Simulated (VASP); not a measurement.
# Ga (Im-3m) in VASP: notebook

Ga is run at these levels: PBE; tasks: single point, relaxation of cell and atoms.

Everything below comes from runs of VASP 6.6.1. Logs are shortened: lines on timing, memory, paths and dates and some standing lists are left out, and cuts for length are marked.

### 1 The cell of the first run

It takes space group Im-3m (No. 229, cubic). The conventional cell has a = 3.360 Å, b = 3.360 Å, c = 3.360 Å, α = 90.00°, β = 90.00°, γ = 90.00°. Within 3.8 Å of Ga (site symmetry m-3m) lie 14 Ga at 2.91 to 3.36 Å.

This isn't the form of Ga at room conditions, which is orthorhombic.

### 2 Single point, PBE (18.96 Å³/atom)

The input, INCAR:

```
PREC     = Accurate       # precision mode
ENCUT    = 520            # plane-wave cutoff, eV
EDIFF    = 1E-7           # SCF threshold, eV
ISMEAR   = -1             # smearing method
SIGMA    = 0.08           # smearing width, eV
LREAL    = F              # projectors in reciprocal space
LASPH    = T              # aspherical terms in the spheres
NELM     = 100            # most SCF steps
ALGO     = Normal         # electronic algorithm
ISIF     = 2              # what is computed and relaxed
LWAVE    = F              # write WAVECAR
LCHARG   = T              # write CHGCAR
GGA      = PE             # functional
LELF     = T              # ELF
LVHAR    = T            
NBANDS   = 12             # bands
```

The input, KPOINTS:

```
regular mesh
0
Gamma
  16 16 16
```

The input, POSCAR:

```
Ga
1.0
   -1.6799022261      1.6799022261      1.6799022261
    1.6799022261     -1.6799022261      1.6799022261
    1.6799022261      1.6799022261     -1.6799022261
Ga
1
Direct
    0.0000000000      0.0000000000      0.0000000000
```

Potentials or basis: VASP PAW PBE potentials, release 64 (Ga_d).

Command:

```bash
$ cat potpaw_PBE.64/Ga_d/POTCAR > POTCAR
$ mpirun -np 1 vasp_std > vasp.out
```

OUTCAR:

```text
PREC = Accurate
   ENCUT = 520
   EDIFF = 1E-7
   ISMEAR = -1
   LREAL = F
   LASPH = T
   NELM = 100
   ISIF = 2
   GGA = PE

 ion  position               nearest neighbor table
   1  0.000  0.000  0.000-

  LATTYP: Found a body centered cubic cell.
 ALAT       =     3.3598044522

  Lattice vectors:

 A1 = (  -1.6799022261,   1.6799022261,   1.6799022261)
 A2 = (   1.6799022261,  -1.6799022261,   1.6799022261)
 A3 = (   1.6799022261,   1.6799022261,  -1.6799022261)

Analysis of symmetry for initial positions (statically):
=====================================================================
 Subroutine PRICEL returns:
 Original cell was already a primitive cell.

 Routine SETGRP: Setting up the symmetry group for a
 body centered cubic supercell.

 Subroutine GETGRP returns: Found 48 space group operations
 (whereof 48 operations were pure point group operations)
 out of a pool of 48 trial point group operations.

The static configuration has the point symmetry O_h .

Analysis of symmetry for dynamics (positions and initial velocities):
=====================================================================
 Subroutine PRICEL returns:
 Original cell was already a primitive cell.

 Routine SETGRP: Setting up the symmetry group for a
 body centered cubic supercell.

 Subroutine GETGRP returns: Found 48 space group operations
 (whereof 48 operations were pure point group operations)
 out of a pool of 48 trial point group operations.

The dynamic configuration has the point symmetry O_h .

 Subroutine INISYM returns: Found 48 space group operations
 (whereof 48 operations are pure point group operations),
 and found     1 'primitive' translations

----------------------------------------------------------------------------------------

                                     Primitive cell

  volume of cell :      18.9632

  direct lattice vectors                    reciprocal lattice vectors
    -1.679902226  1.679902226  1.679902226     0.000000000  0.297636370  0.297636370
     1.679902226 -1.679902226  1.679902226     0.297636370  0.000000000  0.297636370
     1.679902226  1.679902226 -1.679902226     0.297636370  0.297636370  0.000000000

  length of vectors
     2.909676007  2.909676007  2.909676007     0.420921391  0.420921391  0.420921391

  position of ions in fractional coordinates (direct lattice)
     0.000000000  0.000000000  0.000000000

  ion indices of the primitive-cell ions
   primitive index   ion index
                 1           1

----------------------------------------------------------------------------------------

 KPOINTS: regular mesh

Automatic generation of k-mesh.
 Grid dimensions read from file:
 generate k-points for:   16   16   16

 Generating k-lattice:

  Cartesian coordinates                     Fractional coordinates (reciprocal lattice)
     0.000000000  0.018602273  0.018602273     0.062500000  0.000000000  0.000000000
     0.018602273  0.000000000  0.018602273     0.000000000  0.062500000  0.000000000
     0.018602273  0.018602273  0.000000000     0.000000000  0.000000000  0.062500000

  Length of vectors
     0.026307587  0.026307587  0.026307587

  Shift w.r.t. Gamma in fractional coordinates (k-lattice)
     0.000000000  0.000000000  0.000000000

 Subroutine IBZKPT returns following result:
 ===========================================

 Found    145 irreducible k-points:

 Following reciprocal coordinates:
            Coordinates               Weight
  0.000000  0.000000  0.000000      1.000000
  0.062500  0.000000  0.000000     12.000000
  0.125000  0.000000  0.000000     12.000000
  0.187500  0.000000  0.000000     12.000000
  0.250000  0.000000  0.000000     12.000000
  0.312500  0.000000  0.000000     12.000000
[... 16 lines left out ...]
  0.187500  0.187500  0.000000     24.000000
  0.250000  0.187500  0.000000     48.000000
 [... further k-points ...]
   k-points           NKPTS =    145   k-points in BZ     NKDIM =    145   number of bands    NBANDS=     12
   number of dos      NEDOS =    301   number of ions     NIONS =      1
   total plane-waves  NPLWV =  13824
   dimension x,y,z NGX =    24 NGY =   24 NGZ =   24
   dimension x,y,z NGXF=    48 NGYF=   48 NGZF=   48
   ions per type =               1
   NGX,Y,Z   is equivalent  to a cutoff of  13.71, 13.71, 13.71 a.u.
   NGXF,Y,Z  is equivalent  to a cutoff of  27.43, 27.43, 27.43 a.u.
 SYSTEM =  unknown system
   PREC   = accura    normal or accurate (medium, high low for compatibility)
   ISTART =      0    job   : 0-new  1-cont  2-samecut
   ICHARG =      2    charge: 1-file 2-atom 10-const
   ISPIN  =      1    spin polarized calculation?
   LNONCOLLINEAR =      F non collinear calculations
   LSORBIT =      F    spin-orbit coupling
   LASPH  =      T    aspherical Exc in radial PAW
   ENCUT  =  520.0 eV  38.22 Ry    6.18 a.u.   5.41  5.41  5.41*2*pi/ulx,y,z
   NELM   =    100;   NELMIN=  2; NELMDL= -5     # of ELM steps
[... 63 lines left out ...]
      7      18.0199      0.00000
      8      18.0199      0.00000
      9      18.0200      0.00000
     10      22.6353      0.00000
     11      22.6353      0.00000
     12      22.6353      0.00000

 k-point     2 :       0.0625    0.0000    0.0000
  band No.  band energies     occupation
      1      -9.4169      2.00000
      2      -9.4114      2.00000
      3      -9.4027      2.00000
      4      -9.2321      2.00000
      5      -9.2289      2.00000
      6      -5.3831      2.00000
      7      17.0273      0.00000
      8      17.5008      0.00000
      9      17.8451      0.00000
     10      21.3009      0.00000
     11      21.4499      0.00000
     12      22.6177      0.00000

 k-point     3 :       0.1250    0.0000    0.0000
  band No.  band energies     occupation
      1      -9.4259      2.00000
      2      -9.4065      2.00000
      3      -9.3712      2.00000
      4      -9.2406      2.00000
      5      -9.2289      2.00000
      6      -5.0643      2.00000
      7      14.8128      0.00000
      8      16.4484      0.00000
      9      17.3537      0.00000
     10      20.1088      0.00000
     11      20.2391      0.00000
     12      22.3186      0.00000

 k-point     4 :       0.1875    0.0000    0.0000
  band No.  band energies     occupation
      1      -9.4394      2.00000
      2      -9.4046      2.00000
      3      -9.3236      2.00000
      4      -9.2501      2.00000
      5      -9.2289      2.00000
      6      -4.5297      2.00000
      7      12.2969      0.00000
      8      15.3510      0.00000
      9      16.6773      0.00000
     10      19.2025      0.00000
     11      19.2182      0.00000
     12      22.5087      0.00000

 k-point     5 :       0.2500    0.0000    0.0000
  band No.  band energies     occupation
      1      -9.4553      2.00000
      2      -9.4120      2.00000
      3      -9.2667      2.00000
      4      -9.2548      2.00000
      5      -9.2287      2.00000
      6      -3.7770      2.00000
      7       9.8101      0.00000
      8      14.3729      0.00000
      9      15.9804      0.00000
     10      18.3889      0.00000
     11      18.4833      0.00000
     12      23.0802      0.00000
[... 228 lines left out ...]
      1      -9.4811      2.00000
      2      -9.4388      2.00000
      3      -9.2447      2.00000
      4      -9.2379      2.00000
      5      -9.1469      2.00000
      6       0.0706      2.00000
      7       3.5894      2.00000
      8      10.1832      0.00000
      9      13.4240      0.00000
     10      18.1420      0.00000
     11      20.8409      0.00000
     12      24.4032      0.00000

 k-point    22 :       0.4375    0.1250    0.0000
  band No.  band energies     occupation
      1      -9.4840      2.00000
      2      -9.4430      2.00000
      3      -9.2401      2.00000
      4      -9.2400      2.00000
      5      -9.1376      2.00000
      6       1.2987      2.00000
      7       2.1632      2.00000
      8      10.0692      0.00000
      9      13.3239      0.00000
     10      18.0574      0.00000
     11      20.7934      0.00000
     12      25.4474      0.00000

 k-point    23 :       0.1875    0.1875    0.0000
  band No.  band energies     occupation
      1      -9.4554      2.00000
      2      -9.4038      2.00000
      3      -9.2625      2.00000
      4      -9.2503      2.00000
      5      -9.2135      2.00000
      6      -2.5919      2.00000
      7       8.7118      0.00000
      8       9.9799      0.00000
      9      14.1447      0.00000
     10      19.7888      0.00000
     11      20.3277      0.00000
     12      24.2335      0.00000

 k-point    24 :       0.2500    0.1875    0.0000
  band No.  band energies     occupation
      1      -9.4644      2.00000
      2      -9.4021      2.00000
      3      -9.2578      2.00000
      4      -9.2507      2.00000
      5      -9.1907      2.00000
      6      -1.5186      2.00000
      7       6.8778      0.00000
      8       8.9301      0.00000
      9      13.5838      0.00000
     10      19.5347      0.00000
     11      21.0011      0.00000
     12      24.4401      0.00000

 [... further k-points ...]

------------------------ aborting loop because EDIFF is reached ----------------------------------------

  FORCE on cell =-STRESS in cart. coord.  units (eV):
  Direction    XX          YY          ZZ          XY          YZ          ZX
  --------------------------------------------------------------------------------------
  -------------------------------------------------------------------------------------
  Total        0.0912833      0.0912833      0.0912833      0.0000000      0.0000000      0.0000000
  in kB        7.7124096      7.7124096      7.7124096      0.0000000      0.0000000      0.0000000
  external PRESSURE =       7.7124096 kB  Pullay stress =       0.0000000 kB

 VOLUME and BASIS-vectors are now :
 -----------------------------------------------------------------------------
  energy-cutoff  :      520.00
  volume of cell :       18.96
      direct lattice vectors                 reciprocal lattice vectors
    -1.679902226  1.679902226  1.679902226     0.000000000  0.297636370  0.297636370
     1.679902226 -1.679902226  1.679902226     0.297636370  0.000000000  0.297636370
     1.679902226  1.679902226 -1.679902226     0.297636370  0.297636370  0.000000000

 POSITION                                       TOTAL-FORCE (eV/Angst)
 -----------------------------------------------------------------------------------
      0.00000      0.00000      0.00000         0.000000      0.000000      0.000000
 -----------------------------------------------------------------------------------
    total drift:                               -0.000000      0.000000      0.000000

  FREE ENERGIE OF THE ION-ELECTRON SYSTEM (eV)
  ---------------------------------------------------
  free  energy   TOTEN  =        -2.8719781342 eV

  energy  without entropy=       -2.8608609393  energy(sigma->0) =       -2.86641954
```

Wall time 31 s (1 thread of Intel Xeon 8259CL, shared host); peak memory 0.16 GiB.

What came out:

```
Free energy            : -2.8720 eV
Pressure               : 0.8 GPa
Band gap on the k mesh : zero (an odd number of electrons rules out a gap without spin polarisation)
```

### 3 Single point, PBE

This run uses another cell than the first one, of 19.23 Å³/atom.

The input, INCAR:

```
SYSTEM = Ga
PREC     = Accurate       ! precision mode
ENCUT    = 520            ! plane-wave cutoff, eV
EDIFF    = 1E-6           ! SCF threshold, eV
ISMEAR   = -1             ! smearing method
SIGMA    = 0.08           ! smearing width, eV
LREAL    = .FALSE.        ! projectors in reciprocal space
LASPH    = .TRUE.         ! aspherical terms in the spheres
NELM     = 60             ! most SCF steps
ALGO     = Normal         ! electronic algorithm
ISIF     = 2              ! what is computed and relaxed
LWAVE    = .FALSE.        ! write WAVECAR
LCHARG   = .FALSE.        ! write CHGCAR
GGA      = PE             ! functional
NBANDS   = 12             ! bands
```

The input, KPOINTS:

```
regular mesh
0
G
  16 16 16
  0 0 0
```

The input, POSCAR:

```
Ga
1.0
   -1.6878157450      1.6878157450      1.6878157450
    1.6878157450     -1.6878157450      1.6878157450
    1.6878157450      1.6878157450     -1.6878157450
Ga
1
Direct
    0.0000000000      0.0000000000      0.0000000000
```

Potentials or basis: VASP PAW PBE potentials, release 64 (Ga_d).

Command:

```bash
$ cat potpaw_PBE.64/Ga_d/POTCAR > POTCAR
$ mpirun -np 1 vasp_std > vasp.out
```

It took 34 s on 1 thread of Intel Xeon 8259CL, shared host; peak memory 0.16 GiB.

It converged, with:

| Item | Value |
| --- | --- |
| Free energy | -2.8727 eV |
| Pressure | 0.1 GPa |
| Band gap on the k mesh | zero (an odd number of electrons rules out a gap without spin polarisation) |

Levels at points of the mesh, in eV from the Fermi level:
| k point | band 3 | band 4 | band 5 | band 6 | band 7 | band 8 | band 9 | band 10 |
| --- | --- | --- | --- | --- | --- | --- | --- | --- |
| (0.00, 0.00, 0.00) | -14.93 | -14.75 | -14.75 | -10.91 | 12.33 | 12.33 | 12.33 | 16.97 |
| (0.50, 0.00, 0.00) | -14.76 | -14.75 | -14.64 | -4.49 | -3.65 | 6.90 | 8.92 | 11.33 |
| (0.50, 0.50, 0.50) | -14.66 | -14.66 | -14.66 | 1.28 | 1.60 | 1.60 | 1.60 | 5.73 |

### 4 Relaxation of cell and atoms, PBE

The input, INCAR:

```
PREC = Accurate
ENCUT = 600
EDIFF = 1E-7
ISMEAR = -1
SIGMA = 0.08
LREAL = False
LASPH = True
NELM = 80
ALGO = Normal
ISIF = 3
LWAVE = False
LCHARG = False
GGA = PE
IBRION = 2
NSW = 60
EDIFFG = -0.005
```

The input, KPOINTS:

```
regular mesh
0
Gamma
  16 16 16
```

The input, POSCAR:

```
Ga
1.0
   -1.6809877034      1.6809877034      1.6809877034
    1.6809877034     -1.6809877034      1.6809877034
    1.6809877034      1.6809877034     -1.6809877034
Ga
1
Direct
    0.0000000000      0.0000000000      0.0000000000
```

Command:

```bash
$ cat potpaw_PBE.64/Ga_d/POTCAR > POTCAR
$ mpirun -np 1 vasp_std > vasp.out
```

It took 89 s on 1 thread of Intel Xeon 8259CL, shared host; peak memory 0.17 GiB.

Results (log left out):

| Quantity | Value |
| --- | --- |
| Free energy | -2.8725 eV |
| Relaxed volume | 19.25 Å³/atom |
| Relaxed cell | a = 2.924 Å, b = 2.924 Å, c = 2.924 Å, α = 109.47°, β = 109.47°, γ = 109.47° |
| Space group after relaxing (to 0.1 Å) | Im-3m (No. 229) |
| Energy gained by relaxing | 0.5 meV/atom |
| Ionic steps | 5 |
| Pressure after relaxing | 0.0 GPa |
| Band gap on the k mesh | zero (an odd number of electrons rules out a gap without spin polarisation) |

Step by step:
```csv
step,energy change (eV),largest force (eV/Å),pressure (GPa),volume (Å³)
1,0.0000,0.0000,0.63,19.00
2,-0.0005,0.0000,0.14,19.21
3,-0.0005,0.0000,-0.10,19.27
4,-0.0005,0.0000,0.07,19.24
5,-0.0005,0.0000,0.00,19.25
```

Final structure:
```
Ga
1.0
    -1.68845    1.68845    1.68845
     1.68845   -1.68845    1.68845
     1.68845    1.68845   -1.68845
Ga
1
Direct
  0.00000 0.00000 0.00000
```

Levels at points of the mesh, in eV from the Fermi level:
```tsv
k point	band 2	band 3	band 4	band 5	band 6	band 7	band 8	band 9	band 10
(0.00, 0.00, 0.00)	-14.93	-14.93	-14.75	-14.75	-10.90	12.31	12.31	12.31	16.96
(0.50, 0.00, 0.00)	-14.98	-14.76	-14.75	-14.64	-4.49	-3.65	6.90	8.92	11.33
(0.50, 0.50, 0.50)	-15.02	-14.66	-14.66	-14.66	1.27	1.60	1.60	1.60	5.73
```

### 5 Relaxation of cell and atoms, PBE, target pressure 0.71 GPa, at which the enthalpy is minimised

The input, INCAR:

```
PREC     = Accurate       # precision mode
ENCUT    = 600            # plane-wave cutoff, eV
EDIFF    = 1E-7           # SCF threshold, eV
ISMEAR   = -1             # smearing method
SIGMA    = 0.08           # smearing width, eV
LREAL    = False          # projectors in reciprocal space
LASPH    = True           # aspherical terms in the spheres
NELM     = 80             # most SCF steps
ALGO     = Normal         # electronic algorithm
ISIF     = 3              # what is computed and relaxed
LWAVE    = False          # write WAVECAR
LCHARG   = False          # write CHGCAR
GGA      = PE             # functional
IBRION   = 2              # ionic algorithm
NSW      = 60             # ionic steps
EDIFFG   = -0.005         # ionic threshold
PSTRESS  = 7.1
```

The input, KPOINTS:

```
Automatic mesh
0
Gamma
  16 16 16
```

The input, POSCAR:

```
Ga
1.0
   -1.6799022261      1.6799022261      1.6799022261
    1.6799022261     -1.6799022261      1.6799022261
    1.6799022261      1.6799022261     -1.6799022261
Ga
1
Direct
    0.0000000000      0.0000000000      0.0000000000
```

Command:

```bash
$ cat potpaw_PBE.64/Ga_d/POTCAR > POTCAR
$ mpirun -np 1 vasp_std > vasp.out
```

It took 35 s on 1 thread of Intel Xeon 8259CL, shared host; peak memory 0.16 GiB.

It converged, with:

```yaml
Free_energy: -2.8718 eV
Pressure_after_relaxing: 0.7 GPa
Band_gap_on_the_k_mesh: zero (an odd number of electrons rules out a gap without spin polarisation)
```

Final structure:
```
Ga
1.0
    -1.67990    1.67990    1.67990
     1.67990   -1.67990    1.67990
     1.67990    1.67990   -1.67990
Ga
1
Cartesian
  0.0000 0.0000 0.0000
```

Levels at points of the mesh, in eV from the Fermi level:
| k point | band 2 | band 3 | band 4 | band 5 | band 6 | band 7 | band 8 | band 9 | band 10 |
| --- | --- | --- | --- | --- | --- | --- | --- | --- | --- |
| (0.00, 0.00, 0.00) | -14.94 | -14.94 | -14.75 | -14.75 | -11.01 | 12.50 | 12.50 | 12.50 | 17.11 |
| (0.50, 0.00, 0.00) | -15.00 | -14.76 | -14.75 | -14.64 | -4.50 | -3.72 | 6.98 | 9.01 | 11.41 |
| (0.50, 0.50, 0.50) | -15.04 | -14.67 | -14.67 | -14.67 | 1.40 | 1.61 | 1.61 | 1.61 | 5.74 |

Caveat: the relaxation stopped at its first step, so nothing moved; the cell is relaxed towards a set pressure, so the run minimises the enthalpy, not the energy.

### 6 The runs side by side

| task | cell | cutoff (eV) | gap on the mesh (eV) | pressure (GPa) |
| --- | --- | --- | --- | --- |
| single point | a = 2.910 Å, angles 109.5°, 1 atom | 520 | none | 0.8 |
| single point | a = 2.923 Å, angles 109.5°, 1 atom | 520 | none | 0.1 |
| relaxation of cell and atoms | relaxed from a = 2.912 Å, angles 109.5°, 1 atom | 600 | none | 0.0 |
| relaxation of cell and atoms | relaxed to 0.71 GPa from a = 2.910 Å, angles 109.5°, 1 atom | 600 | none | 0.7 |

Alike in all rows: level PBE; potentials or basis VASP PAW PBE potentials, release 64 (Ga_d); no spin polarisation; k mesh 16 × 16 × 16; smearing fermi-dirac 0.08 eV.

Caveats: the relaxation stopped at its first step, so nothing moved (at least some runs); the cell is relaxed towards a set pressure, so the run minimises the enthalpy, not the energy (at least some runs).

Absolute energies hang on the potentials; compare differences alone.
